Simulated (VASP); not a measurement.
# HRh6 in VASP: notebook, part 2 of 2

VASP 6.6.1. The steps go on from the part before.

**4. Single point, PBE**

The input, INCAR:

```
SYSTEM = HRh6
PREC = Accurate ; ENCUT = 520
EDIFF = 1E-7 ; ISMEAR = 0
SIGMA = 0.1 ; LREAL = .False.
LASPH = .True. ; NELM = 60
ALGO = Normal ; ISIF = 2
LWAVE = .False. ; LCHARG = .False.
LDIPOL = .True. ; IDIPOL = 3
DIPOL = 0.5 0.5 0.291 ; GGA = PE
NBANDS = 104
```

The input, KPOINTS:

```
regular mesh
0
Gamma
  5 5 1
  0 0 0
```

The input, POSCAR:

```
HRh6
1.0
    5.4163401145      0.0000000000      0.0000000000
    0.0000000000      5.4163401145      0.0000000000
    0.0000000000      0.0000000000     21.6737367085
Rh H
12 2
Direct
    0.2500000000      0.2500000000      0.1845551625
    0.2500000000      0.7500000000      0.1845551625
    0.7500000000      0.2500000000      0.1845551625
    0.7500000000      0.7500000000      0.1845551625
    0.0000000000      0.0000000000      0.2693761947
    0.0000000000      0.5000000000      0.2693761947
    0.5000000000      0.0000000000      0.2693761947
    0.5000000000      0.5000000000      0.2693761947
    0.2500000000      0.2500000000      0.3540569313
    0.2500000000      0.7500000000      0.3540569313
    0.7500000000      0.2500000000      0.3540569313
    0.7500000000      0.7500000000      0.3540569313
    0.4307650568      0.5000000000      0.4191126261
    0.5692349432      0.5000000000      0.4191126261
```

Launch:

```console
> cat potpaw_PBE.64/Rh_pv/POTCAR potpaw_PBE.64/H/POTCAR > POTCAR
> mpirun -np 1 vasp_std > vasp.out
```

Run time: 16 min. Hardware: 1 thread of Intel Xeon 6975P-C (Granite Rapids), shared host; peak memory 0.77 GiB.

It converged, with:

```yaml
Free_energy: -85.2133 eV
Largest_force: 2.683 eV/Å
Band_gap_on_the_k_mesh: zero (bands 91 and 92 overlap by 0.66 eV)
```

Forces in eV/Å, atoms in the order of the input:
```
Rh  -0.012  0.004  0.050
Rh  -0.012 -0.004  0.050
Rh   0.012  0.004  0.050
Rh   0.012 -0.004  0.050
Rh   0.000  0.000  0.406
Rh   0.000  0.000 -0.320
Rh   0.000  0.000 -0.286
Rh   0.000  0.000 -0.225
Rh  -0.095 -0.073  0.053
Rh  -0.095  0.073  0.053
Rh   0.095 -0.073  0.053
Rh   0.095  0.073  0.053
H   -2.683  0.000  0.008
H    2.683  0.000  0.008
```

Levels at points of the mesh, in eV from the Fermi level:
```tsv
k point	band 90	band 91	band 92	band 93	band 94	band 95
(0.00, 0.00, 0.00)	0.33	0.34	0.52	0.57	0.65	0.66
```

**5. Single point, PBE**

The input, INCAR:

```
PREC = Accurate
ENCUT = 520
EDIFF = 1E-7
ISMEAR = 0
SIGMA = 0.1
LREAL = F
LASPH = T
NELM = 80
ALGO = Normal
ISIF = 2
LWAVE = F
LCHARG = T
LDIPOL = T
IDIPOL = 3
DIPOL = 0.5 0.5 0.287
GGA = PE
LELF = T
LVHAR = T
LVACPOTAV = T
NBANDS = 104
```

The input, KPOINTS:

```
regular mesh
0
Gamma
  5 5 1
```

Edit POSCAR of step 4 so:

```diff
@@ -20,3 +20,3 @@
     0.7500000000      0.7500000000      0.3540569313
-    0.4307650568      0.5000000000      0.4191126261
-    0.5692349432      0.5000000000      0.4191126261
+    0.2553698675      0.5000000000      0.3895838001
+    0.7446301325      0.5000000000      0.3895838001
```

Launch:

```console
> cat potpaw_PBE.64/Rh_pv/POTCAR potpaw_PBE.64/H/POTCAR > POTCAR
> mpirun -np 1 vasp_std > vasp.out
```

Wall time 46 min (1 thread of Intel Xeon 8259CL, shared host); peak memory 0.8 GiB.

Results (log left out):

```yaml
Free_energy: -85.4888 eV
Largest_force: 2.457 eV/Å
Band_gap_on_the_k_mesh: zero (bands 91 and 92 overlap by 0.64 eV)
```

Forces on the atoms (eV/Å):
```
Rh  -0.002  0.052  0.023
Rh  -0.002 -0.052  0.023
Rh   0.002  0.052  0.023
Rh   0.002 -0.052  0.023
Rh   0.000  0.000 -0.252
Rh   0.000  0.000 -0.470
Rh   0.000  0.000 -0.216
Rh   0.000  0.000 -0.475
Rh  -0.038 -1.934 -0.898
Rh  -0.038  1.934 -0.898
Rh   0.038 -1.934 -0.898
Rh   0.038  1.934 -0.898
H    0.068  0.000  2.456
H   -0.068  0.000  2.456
```

Levels at points of the mesh, in eV from the Fermi level:
```csv
k point,band 90,band 91,band 92,band 93,band 94,band 95
"(0.00, 0.00, 0.00)",0.28,0.30,0.42,0.54,0.56,0.60
```

**6. Single point, PBE**

The input, INCAR:

```
SYSTEM = HRh6
PREC     = Accurate       ! precision mode
ENCUT    = 520            ! plane-wave cutoff, eV
EDIFF    = 1E-6           ! SCF threshold, eV
ISMEAR   = 0              ! smearing method
SIGMA    = 0.1            ! smearing width, eV
LREAL    = .False.        ! projectors in reciprocal space
LASPH    = .True.         ! aspherical terms in the spheres
NELM     = 80             ! most SCF steps
ALGO     = Normal         ! electronic algorithm
ISIF     = 2              ! what is computed and relaxed
LWAVE    = .False.        ! write WAVECAR
LCHARG   = .True.         ! write CHGCAR
LDIPOL   = .True.       
IDIPOL   = 3            
DIPOL    = 0.5 0.5 0.293
GGA      = PE             ! functional
LELF     = .True.         ! ELF
LVHAR    = .True.       
LVACPOTAV= .True.       
NBANDS   = 104            ! bands
```

The input, KPOINTS:

```
Automatic mesh
0
Gamma
  5 5 1
  0 0 0
```

Edit POSCAR of step 5 so:

```diff
@@ -20,3 +20,3 @@
     0.7500000000      0.7500000000      0.3540569313
-    0.2553698675      0.5000000000      0.3895838001
-    0.7446301325      0.5000000000      0.3895838001
+    0.2553698675      0.5000000000      0.4338770391
+    0.7446301325      0.5000000000      0.4338770391
```

Potentials or basis: VASP PAW PBE potentials, release 64 (Rh_pv, H).

Launch:

```console
> cat potpaw_PBE.64/Rh_pv/POTCAR potpaw_PBE.64/H/POTCAR > POTCAR
> mpirun -np 1 vasp_std > vasp.out
```

It took 18 min on 1 thread of Intel Xeon 6975P-C (Granite Rapids), shared host; peak memory 0.76 GiB.

It converged, with:

```yaml
Free_energy: -84.7378 eV
Largest_force: 2.063 eV/Å
Band_gap_on_the_k_mesh: zero (bands 91 and 92 overlap by 0.72 eV)
Work_function_of_the_upper_face: 5.62 eV
Work_function_of_the_lower_face: 4.93 eV
```

Forces in eV/Å, atoms in the order of the input:
```
Rh   0.000  0.056 -0.080
Rh   0.000 -0.056 -0.080
Rh   0.000  0.056 -0.080
Rh   0.000 -0.056 -0.080
Rh   0.000  0.000  0.370
Rh   0.000  0.000 -0.221
Rh   0.000  0.000  0.349
Rh   0.000  0.000 -0.221
Rh   0.018  0.577  1.042
Rh   0.018 -0.577  1.042
Rh  -0.018  0.577  1.042
Rh  -0.018 -0.577  1.042
H   -0.041  0.000 -2.063
H    0.041  0.000 -2.063
```

Levels at points of the mesh, in eV from the Fermi level:
```tsv
k point	band 89	band 90	band 91	band 92	band 93	band 94
(0.00, 0.00, 0.00)	0.29	0.34	0.35	0.54	0.56	0.65
```

**7. Overview**

| cell | gap on the mesh (eV) | largest force (eV/Å) |
| --- | --- | --- |
| as given, atomic positions A | none | 3.44 |
| as given, atomic positions B | none | 0.80 |
| as given, atomic positions C | none | 2.68 |
| as given, atomic positions D | none | 2.46 |
| as given, atomic positions E | none | 2.06 |

Alike in all rows: task single point; level PBE; potentials or basis VASP PAW PBE potentials, release 64 (Rh_pv, H); no spin polarisation; k mesh 5 × 5 × 1; cutoff (eV) 520; smearing gaussian 0.1 eV.

Absolute energies hang on the potentials; compare differences alone.
